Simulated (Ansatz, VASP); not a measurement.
## HfO2 in VASP and in Ansatz

File POSCAR:

```
HfO2
1.0
    0.0000000000      2.5575000000      2.5575000000
    2.5575000000      0.0000000000      2.5575000000
    2.5575000000      2.5575000000      0.0000000000
Hf O
1 2
Direct
    0.0000000000      0.0000000000      0.0000000000
    0.2838621859      0.2838621859      0.2838621859
    0.7161378141      0.7161378141      0.7161378141
```

File INCAR.step1:

```
  PREC = Accurate
  ENCUT = 520
  ISMEAR = 0
  SIGMA = 0.05
  LREAL = False
  LASPH = True
  NELM = 60
  NBANDS = 18
  GGA = PE
  ALGO = Normal
  EDIFF = 1E-4
  LWAVE = True
  LCHARG = False
```

The input INCAR.step2:

```
  PREC = Accurate
  ENCUT = 520
  EDIFF = 1E-7
  ISMEAR = 0
  SIGMA = 0.05
  LREAL = False
  LASPH = True
  NELM = 60
  ALGO = Normal
  ISIF = 2
  LWAVE = False
  LCHARG = True
  METAGGA = R2SCAN
  LMIXTAU = True
  LELF = True
  LVHAR = True
  NBANDS = 18
  ISTART = 1
```

File KPOINTS:

```
regular mesh
0
Gamma
  8 8 8
```

Input for Ansatz:

```yaml
crystal:
  lattice:
    - [0.0, 2.5575, 2.5575]
    - [2.5575, 0.0, 2.5575]
    - [2.5575, 2.5575, 0.0]
  atoms:
    - { symbol: Hf, position: [0.0, 0.0, 0.0] }
    - { symbol: O, position: [0.2838621859, 0.2838621859, 0.2838621859] }
    - { symbol: O, position: [0.7161378141, 0.7161378141, 0.7161378141] }
basis:
  ecutwfc: 500
kpoints:
  mp_grid: { grid: [8, 8, 8] }
hamiltonian:
  xc: r2scan
scf:
  occupations: { method: gaussian, width: 0.05 }
output:
  forces: true
  stress: true
  eigenvalues: true
```

Change from the starting cell: mode 7 (564.8 1/cm) frozen in, largest displacement +0.300 Å.

Alike in both runs: task single point; functional r2SCAN; k mesh 8 × 8 × 8; occupations gaussian, width 0.05 eV; no spin polarisation.

|  | VASP | Ansatz |
| --- | --- | --- |
| version | VASP 6.6.1 | Ansatz 0.2.0 |
| potentials or method | VASP PAW PBE potentials, release 64 (Hf_pv, O), cutoff 520 eV | scalar-relativistic, plane waves, PAW |
| valence electrons in the cell | 22 | 38 |

```csv
,VASP,Ansatz,Ansatz less VASP
gap on the k mesh at the Fermi level (eV),3.78,3.76,-0.019
least direct gap on the mesh (eV),4.23,4.24,+0.007
pressure (GPa),1.9,5.6,+3.63
"traceless stress, the component that is largest in VASP (GPa)",-10.62,-11.56,-0.945
rms of the force components (eV/Å),1.816,1.841,+0.0251
```

VASP's potentials were made for PBE, not for r2SCAN. Atom by atom the forces differ by 0.025 eV/Å (rms over components). VASP's potentials hold 22 valence electrons a cell and Ansatz's 38, so a difference there can come from the potentials and not from the codes.

Spin-orbit coupling is off throughout.
